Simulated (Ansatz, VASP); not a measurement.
This is a calculation of SnO for Ansatz 0.2.0.

The input input.yaml:

```yaml
crystal:
  lattice:
    - [3.3096615362, 0.0, 0.0]
    - [0.0, 5.5974175183, 0.0]
    - [0.0, 0.0, 4.1649093566]
  atoms:
    - { symbol: Sn, position: [0.5, 0.768091, 0.013144] }
    - { symbol: Sn, position: [0.0, 0.231909, 0.513144] }
    - { symbol: O, position: [0.5, 0.10875, 0.236857] }
    - { symbol: O, position: [0.0, 0.89125, 0.736857] }
hamiltonian:
  xc: pbe
  pseudopotentials: { kind: paw }
kpoints:
  mp_grid: { grid: [8, 5, 6] }
scf:
  occupations: { method: fermi_dirac, width: 0.05 }
output:
  forces: true
  stress: true
  eigenvalues: true
```

Potentials or basis: Ansatz PAW.

Command:

```sh
$ ansatz run input.yaml --threads 2 --pin off --max-ram 5120MiB --backend cpu --events-out ev --progress --plain --runs-dir out
```

Task: Translate it to VASP 6.6.1. Potentials there: VASP PAW PBE potentials, release 64 (Sn_d, O).

Result: As run (the cutoff follows the program's own potentials):

Contents of INCAR:

```
SYSTEM = SnO
ALGO = Normal
EDIFF = 1E-6
ENCUT = 520
GGA = PE
ISIF = 2
ISMEAR = -1
LASPH = .TRUE.
LCHARG = .FALSE.
LREAL = .FALSE.
LWAVE = .FALSE.
NBANDS = 28
NELM = 100
PREC = Accurate
SIGMA = 0.05
```

KPOINTS

```
k-points
0
G
  8 5 6
  0 0 0
```

File POSCAR:

```
SnO
1.0
    3.3096615362      0.0000000000      0.0000000000
    0.0000000000      5.5974175183      0.0000000000
    0.0000000000      0.0000000000      4.1649093566
Sn O
2 2
Direct
    0.5000000000      0.7680910000      0.0131440000
    0.0000000000      0.2319090000      0.5131440000
    0.5000000000      0.1087500000      0.2368570000
    0.0000000000      0.8912500000      0.7368570000
```

Potentials or basis: VASP PAW PBE potentials, release 64 (Sn_d, O).

Command:

```console
$ cat potpaw_PBE.64/Sn_d/POTCAR potpaw_PBE.64/O/POTCAR > POTCAR
$ mpirun -np 1 vasp_std > vasp.out
```

Both were run:

|  | VASP | Ansatz | Ansatz less VASP |
| --- | --- | --- | --- |
| gap on the k mesh at the Fermi level (eV) | 1.43 | 1.45 | +0.013 |
| least direct gap on the mesh (eV) | 2.00 | 2.01 | +0.013 |
| pressure (GPa) | 3.9 | 3.7 | -0.24 |
| traceless stress, the component that is largest in VASP (GPa) | -0.62 | -0.55 | +0.071 |
| rms of the force components (eV/Å) | 0.242 | 0.204 | -0.0381 |

Atom by atom the forces differ by 0.038 eV/Å (rms over components).

Noted on Ansatz's run: odd divisions of the mesh miss points on the zone boundary, where band edges often lie, so the gap on the mesh can be too wide.
